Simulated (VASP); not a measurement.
A run of VASP 6.6.1:

INCAR

```
ALGO = Normal ; EDIFF = 1E-8
ENCUT = 520 ; GGA = CA
ISIF = 2 ; ISMEAR = -1
LASPH = T ; LCHARG = F
LEFG = T ; LREAL = F
LWAVE = F ; NBANDS = 11
NELM = 100 ; PREC = Accurate
SIGMA = 0.02
```

File KPOINTS:

```
k-points
0
Gamma
  10 10 10
```

POSCAR

```
AlN
1.0
    0.0000000000      1.9845714768      1.9845714768
    1.9845714768      0.0000000000      1.9845714768
    1.9845714768      1.9845714768      0.0000000000
Al N
1 1
Direct
    0.0000000000      0.0000000000      0.0000000000
    0.5000000000      0.5000000000      0.5000000000
```

Potentials or basis: VASP PAW LDA potentials, release 64 (Al, N).

Run with:

```bash
$ cat potpaw_LDA.64/Al/POTCAR potpaw_LDA.64/N/POTCAR > POTCAR
$ mpirun -np 1 vasp_std > vasp.out
```

Hardware: 1 thread of Intel(R) Xeon(R) 6975P-C (Granite Rapids) (shared host).

Estimate the wall time of this run.

It took 2.9 s on 1 thread of Intel(R) Xeon(R) 6975P-C (Granite Rapids) (shared host), peak memory 0.12 GiB. Counts: scf iterations 13, k points 47.
